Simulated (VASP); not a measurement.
# Zn2W (Fd-3m) in VASP: further runs, part 2 of 2

VASP 6.6.1. Earlier steps stand in the parts before.

### 4 Relaxation of cell and atoms, PBE

This run uses another cell than the first one, of 13.94 Å³/atom, 0.939 times its volume.

Input file INCAR:

```
ALGO = Fast ; EDIFF = 1E-6
EDIFFG = -0.01 ; ENCUT = 600
GGA = PE ; IBRION = 2
ISIF = 3 ; ISMEAR = 0
LASPH = True ; LCHARG = False
LREAL = False ; LWAVE = False
NELM = 80 ; NSW = 100
PREC = Accurate ; SIGMA = 0.02
```

Input file KPOINTS:

```
k-points
0
Gamma
  8 8 8
```

Input file POSCAR:

```
Zn2W
1.0
    0.0000000000      3.4713835829      3.4713835829
    3.4713835829      0.0000000000      3.4713835829
    3.4713835829      3.4713835829      0.0000000000
Zn W
4 2
Direct
    0.1250000000      0.1250000000      0.1250000000
    0.6250000000      0.1250000000      0.1250000000
    0.1250000000      0.1250000000      0.6250000000
    0.1250000000      0.6250000000      0.1250000000
    0.5000000000      0.5000000000      0.5000000000
    0.7500000000      0.7500000000      0.7500000000
```

Potentials or basis: VASP PAW PBE potentials, release 64 (Zn, W_sv).

Command:

```console
$ cat potpaw_PBE.64/Zn/POTCAR potpaw_PBE.64/W_sv/POTCAR > POTCAR
$ mpirun -np 1 vasp_std > vasp.out
```

OUTCAR:

```text
EDIFF = 1E-6
   EDIFFG = -0.01
   ENCUT = 600
   GGA = PE
   IBRION = 2
   ISIF = 3
   ISMEAR = 0
   LASPH = True
   LREAL = False
   NELM = 80
   NSW = 100
   PREC = Accurate

 ion  position               nearest neighbor table
   1  0.125  0.125  0.125-   2 2.45   3 2.45   4 2.45   3 2.45   4 2.45   2 2.45   6 2.88   5 2.88
                             6 2.88   5 2.88   6 2.88   5 2.88
   2  0.625  0.125  0.125-   1 2.45   3 2.45   4 2.45   1 2.45   3 2.45   4 2.45   5 2.88   6 2.88
                             5 2.88   5 2.88   6 2.88   6 2.88
   3  0.125  0.125  0.625-   1 2.45   1 2.45   2 2.45   4 2.45   4 2.45   2 2.45   6 2.88   5 2.88
                             6 2.88   5 2.88   6 2.88   5 2.88
   4  0.125  0.625  0.125-   1 2.45   3 2.45   1 2.45   2 2.45   3 2.45   2 2.45   5 2.88   6 2.88
                             5 2.88   6 2.88   6 2.88   5 2.88
   5  0.500  0.500  0.500-   1 2.88   3 2.88   4 2.88   1 2.88   2 2.88   3 2.88   1 2.88   2 2.88
                             4 2.88   2 2.88   3 2.88   4 2.88   6 3.01   6 3.01   6 3.01   6 3.01
   6  0.750  0.750  0.750-   2 2.88   3 2.88   4 2.88   1 2.88   2 2.88   4 2.88   1 2.88   2 2.88
                             3 2.88   1 2.88   3 2.88   4 2.88   5 3.01   5 3.01   5 3.01   5 3.01

  LATTYP: Found a face centered cubic cell.
 ALAT       =     6.9427671658

  Lattice vectors:

 A1 = (   0.0000000000,   3.4713835829,   3.4713835829)
 A2 = (   3.4713835829,   0.0000000000,   3.4713835829)
 A3 = (   3.4713835829,   3.4713835829,   0.0000000000)
[... 195 lines left out ...]
  Total        0.3671269      0.3671269      0.3671269      0.0000000      0.0000000      0.0000000
  in kB        7.0305439      7.0305439      7.0305439      0.0000000      0.0000000      0.0000000
  external PRESSURE =       7.0305439 kB  Pullay stress =       0.0000000 kB
[... 67 lines left out ...]
--------------------------------------- Ionic step        3  -------------------------------------------

 number of electron      75.9999989 magnetization

 Free energy of the ion-electron system (eV)
  ---------------------------------------------------
  ext. energy  EPLUGINS =         0.00000000
  ---------------------------------------------------
  free energy    TOTEN  =       -29.38412538 eV

  energy without entropy =      -29.38364238  energy(sigma->0) =      -29.38388388

 E-fermi :   6.6773     XC(G=0): -12.8998

 val. band max:        6.6161665320   @ k =  -0.2500   0.3750   0.1250
 cond. band min:       6.6882716647   @ k =  -0.3750   0.2500   0.0000
 fundamental gap:      0.0721051327
 Fermi energy:         6.6773461759

 k-point     1 :       0.0000    0.0000    0.0000
  band No.  band energies     occupation
      1     -67.6604      2.00000
      2     -67.6269      2.00000
      3     -31.8792      2.00000
      4     -31.8792      2.00000
      5     -31.8792      2.00000
      6     -31.6960      2.00000
[... 1141 lines left out ...]
     44      11.4179      0.00000
     45      11.7759      0.00000

 [... further k-points ...]

------------------------ aborting loop because EDIFF is reached ----------------------------------------

  FORCE on cell =-STRESS in cart. coord.  units (eV):
  Direction    XX          YY          ZZ          XY          YZ          ZX
  --------------------------------------------------------------------------------------
  -------------------------------------------------------------------------------------
  Total       -0.0080044     -0.0080044     -0.0080044      0.0000000      0.0000000      0.0000000
  in kB       -0.1527158     -0.1527158     -0.1527158      0.0000000      0.0000000      0.0000000
  external PRESSURE =      -0.1527158 kB  Pullay stress =       0.0000000 kB
[... 21 lines left out ...]
  FREE ENERGIE OF THE ION-ELECTRON SYSTEM (eV)
  ---------------------------------------------------
  free  energy   TOTEN  =       -29.3841253834 eV

  energy  without entropy=      -29.3836423842  energy(sigma->0) =      -29.38388388

 reached required accuracy - stopping structural energy minimisation
```

OSZICAR:

```text
N       E                     dE             d eps       ncg     rms          rms(c)
DAV:   1     0.797684732868E+03    0.79768E+03   -0.42751E+04  2650   0.280E+03
DAV:   2     0.415703902213E+02   -0.75611E+03   -0.74137E+03  2610   0.642E+02
DAV:   3    -0.288402311980E+02   -0.70411E+02   -0.68318E+02  2778   0.186E+02
[... 31 lines left out ...]
RMM:   5    -0.293842178383E+02    0.25079E-03   -0.12162E-03  2682   0.233E-01    0.691E-02
RMM:   6    -0.293841216566E+02    0.96182E-04   -0.37496E-04  2677   0.138E-01    0.223E-02
RMM:   7    -0.293841278292E+02   -0.61726E-05   -0.65926E-05  2842   0.527E-02    0.145E-02
RMM:   8    -0.293841251659E+02    0.26633E-05   -0.17342E-05  2603   0.306E-02    0.191E-03
RMM:   9    -0.293841253834E+02   -0.21747E-06   -0.34769E-06  1745   0.117E-02
   3 F= -.29384125E+02 E0= -.29383884E+02  d E =-.636477E-03
```

CONTCAR:

```text
Zn2W
   1.00000000000000
    -0.0000000000000000    3.4756914858796355    3.4756914858796355
     3.4756914858796355    0.0000000000000000    3.4756914858796355
     3.4756914858796355    3.4756914858796355    0.0000000000000000
  Zn              W
     4     2
Direct
     0.1250000000000000    0.1250000000000000    0.1250000000000000
     0.6250000000000000    0.1250000000000000    0.1250000000000000
     0.1250000000000000    0.1250000000000000    0.6250000000000000
     0.1250000000000000    0.6250000000000000    0.1250000000000000
     0.5000000000000000    0.5000000000000000    0.5000000000000000
     0.7500000000000000    0.7500000000000000    0.7500000000000000

  0.00000000E+00  0.00000000E+00  0.00000000E+00
  0.00000000E+00  0.00000000E+00  0.00000000E+00
  0.00000000E+00  0.00000000E+00  0.00000000E+00
  0.00000000E+00  0.00000000E+00  0.00000000E+00
  0.00000000E+00  0.00000000E+00  0.00000000E+00
  0.00000000E+00  0.00000000E+00  0.00000000E+00
```

It took 11 min on 1 thread of Oxide Virtual Turin-like, shared host; peak memory 0.27 GiB.

Results:

```
Free energy                            : -29.3841 eV
Relaxed volume                         : 14.00 Å³/atom
Relaxed cell                           : a = 4.915 Å, b = 4.915 Å, c = 4.915 Å, α = 60.00°, β = 60.00°, γ = 60.00°
Space group after relaxing (to 0.05 Å) : Fd-3m (No. 227)
Energy gained by relaxing              : 0.1 meV/atom
Ionic steps                            : 3
Pressure after relaxing                : 0.0 GPa
Band gap on the k mesh                 : zero (band 38 reaches 6.79 eV, above the bottom of band 39 at 6.62 eV)
```

Step by step:
```tsv
step	energy change (eV)	largest force (eV/Å)	pressure (GPa)	volume (Å³)
1	0.0000	0.0000	0.70	83.66
2	0.0007	0.0000	-1.02	84.41
3	-0.0006	0.0000	-0.02	83.98
```

Final structure:
```cif
data_structure
_symmetry_space_group_name_H-M 'P 1'
_symmetry_Int_Tables_number 1
_cell_length_a 4.9154
_cell_length_b 4.9154
_cell_length_c 4.9154
_cell_angle_alpha 60.000
_cell_angle_beta 60.000
_cell_angle_gamma 60.000
_cell_volume 83.98
loop_
_atom_site_label
_atom_site_type_symbol
_atom_site_fract_x
_atom_site_fract_y
_atom_site_fract_z
_atom_site_occupancy
Zn1 Zn 0.12500 0.12500 0.12500 1
Zn2 Zn 0.62500 0.12500 0.12500 1
Zn3 Zn 0.12500 0.12500 0.62500 1
Zn4 Zn 0.12500 0.62500 0.12500 1
W1 W 0.50000 0.50000 0.50000 1
W2 W 0.75000 0.75000 0.75000 1
```

Caveat: spin-orbit coupling is left out, which moves the levels of the heavy elements.

### 5 Relaxation of cell and atoms, PBE

This run uses another cell than the first one, of 13.95 Å³/atom, 0.940 times its volume.

Input file INCAR:

```
PREC = Accurate
ENCUT = 600
EDIFF = 1E-6
ISMEAR = 0
SIGMA = 0.1
LREAL = False
LASPH = True
NELM = 80
ALGO = Fast
ISIF = 3
LWAVE = False
LCHARG = False
GGA = PE
IBRION = 2
NSW = 100
EDIFFG = -0.01
```

Input file KPOINTS:

```
regular mesh
0
Gamma
  10 10 10
```

POSCAR, as its differences from that of step 4:

```diff
@@ -2,5 +2,5 @@
 1.0
-    0.0000000000      3.4713835829      3.4713835829
-    3.4713835829      0.0000000000      3.4713835829
-    3.4713835829      3.4713835829      0.0000000000
+    0.0000000000      3.4720448369      3.4720448369
+    3.4720448369      0.0000000000      3.4720448369
+    3.4720448369      3.4720448369      0.0000000000
 Zn W
```

Command:

```console
$ cat potpaw_PBE.64/Zn/POTCAR potpaw_PBE.64/W_sv/POTCAR > POTCAR
$ mpirun -np 1 vasp_std > vasp.out
```

It took 19 min on 1 thread of Oxide Virtual Turin-like, shared host; peak memory 0.32 GiB.

It converged, with:

- Free energy: -29.3893 eV
- Relaxed volume: 14.00 Å³/atom
- Relaxed cell: a = 4.915 Å, b = 4.915 Å, c = 4.915 Å, α = 60.00°, β = 60.00°, γ = 60.00°
- Space group after relaxing (to 0.05 Å): Fd-3m (No. 227)
- Energy gained by relaxing: 0.1 meV/atom
- Ionic steps: 3
- Pressure after relaxing: 0.0 GPa
- Band gap on the k mesh: zero (band 38 reaches 6.65 eV, above the bottom of band 39 at 6.45 eV)

The path:
```tsv
step	energy change (eV)	largest force (eV/Å)	pressure (GPa)	volume (Å³)
1	0.0000	0.0000	0.58	83.71
2	0.0004	0.0000	-0.77	84.33
3	-0.0005	0.0000	0.00	83.97
```

Final structure:
```cif
data_structure
_symmetry_space_group_name_H-M 'P 1'
_symmetry_Int_Tables_number 1
_cell_length_a 4.9153
_cell_length_b 4.9153
_cell_length_c 4.9153
_cell_angle_alpha 60.000
_cell_angle_beta 60.000
_cell_angle_gamma 60.000
_cell_volume 83.97
loop_
_atom_site_label
_atom_site_type_symbol
_atom_site_fract_x
_atom_site_fract_y
_atom_site_fract_z
_atom_site_occupancy
Zn1 Zn 0.12500 0.12500 0.12500 1
Zn2 Zn 0.62500 0.12500 0.12500 1
Zn3 Zn 0.12500 0.12500 0.62500 1
Zn4 Zn 0.12500 0.62500 0.12500 1
W1 W 0.50000 0.50000 0.50000 1
W2 W 0.75000 0.75000 0.75000 1
```

Levels at points of the mesh, in eV from the Fermi level:
```
           k point  band 35  band 36  band 37  band 38  band 39  band 40  band 41  band 42
(0.00, 0.00, 0.00)    -2.64    -2.15    -2.15    -2.15     1.82     1.82     2.26     3.72
(0.50, 0.00, 0.00)    -2.16    -1.64    -1.39    -1.39     1.15     1.15     1.91     2.66
(0.50, 0.50, 0.00)    -1.41    -1.41    -0.78    -0.78     0.97     0.97     1.08     1.08
```

Caveat: spin-orbit coupling is left out, which moves the levels of the heavy elements.

### 6 Summary

```tsv
task	cell	k mesh	cutoff (eV)	smearing	gap on the mesh (eV)	pressure (GPa)	relaxed volume (Å³/atom)
relaxation of cell and atoms	relaxed from a = 5.013 Å, angles 60.0°, 6 atoms	4 × 4 × 4	600	gaussian 0.1 eV	0.70	-0.2	14.00
single point	a = 4.910 Å, angles 60.0°, 6 atoms	10 × 10 × 10	520	gaussian 0.1 eV	none	0.6	-
relaxation of cell and atoms	relaxed from a = 4.909 Å, angles 60.0°, 6 atoms	8 × 8 × 8	600	gaussian 0.02 eV	none	0.0	14.00
relaxation of cell and atoms	relaxed from a = 4.910 Å, angles 60.0°, 6 atoms	10 × 10 × 10	600	gaussian 0.1 eV	none	0.0	14.00
```

Alike in all rows: level PBE; potentials or basis VASP PAW PBE potentials, release 64 (Zn, W_sv); no spin polarisation.

Caveats: spin-orbit coupling is left out, which moves the levels of the heavy elements.

Total energies depend on the potentials used, so only differences within one code and one set of settings carry meaning.
